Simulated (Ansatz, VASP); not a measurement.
Ru in VASP and in Ansatz

```
CELL_PARAMETERS angstrom
2.47945 0.00000 0.00000
0.00000 2.47945 0.00000
0.00000 0.00000 2.47945
ATOMIC_POSITIONS crystal
Ru 0.00000 0.00000 0.00000
```

Alike in both runs: functional PBEsol; k mesh 8 × 8 × 8; occupations gaussian, width 0.1 eV; no spin polarisation.

Ansatz relaxed the structure, and its values are those at the end. VASP's run is a single point on that final structure, the one shown.

```csv
,VASP,Ansatz
version,VASP 6.6.1,Ansatz 0.2.0
potentials or method,"VASP PAW PBE potentials, release 64 (Ru_pv), cutoff 500 eV","scalar-relativistic, plane waves, PAW"
valence electrons in the cell,14,16
```

VASP gave:

```
gap on the k mesh at the Fermi level (eV) : none
pressure (GPa)                            : 0.2
```

**Question.** Which values does Ansatz return?

**Answer.** gap on the k mesh at the Fermi level (eV): none; pressure (GPa): 0.0.

VASP's potentials were made for PBE, not for PBEsol. A gap of «none» marks a metal or a gap that the smearing closes. VASP's potentials hold 14 valence electrons a cell and Ansatz's 16, so a difference there can come from the potentials and not from the codes.
